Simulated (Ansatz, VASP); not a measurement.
One calculation of Zn, two programs

```
Zn
1.0
     2.78508    0.00000    0.00000
    -1.39254    2.41195    0.00000
     0.00000    0.00000    4.51182
Zn
2
Direct
  0.33333 0.66667 0.25000
  0.66667 0.33333 0.75000
```

Change from the starting cell: shortest bond scaled by 1, PAW files.

Alike in both runs: task electric field gradients; functional LDA; k mesh 12 × 12 × 7; occupations fermi-dirac, width 0.05 eV; no spin polarisation.

```csv
,VASP,Ansatz
version,VASP 6.6.1,Ansatz 0.2.0
potentials or method,"VASP PAW LDA potentials, release 64 (Zn)","PAW with Ansatz's default frozen-core files, scalar-relativistic"
plane-wave cutoff (eV),520,420
valence electrons in the cell,24,24
```

|  | VASP | Ansatz | Ansatz less VASP |
| --- | --- | --- | --- |
| pressure (GPa) | -9.2 | -9.6 | -0.44 |
| traceless stress, the component that is largest in VASP (GPa) | -1.53 | -1.56 | -0.034 |
| size of Vzz on the site where it differs most (V/Å²) | 7.0 | 7.2 | +0.17 |

LDA's correlation is that of Perdew and Zunger in VASP and of Perdew and Wang (1992) in Ansatz.
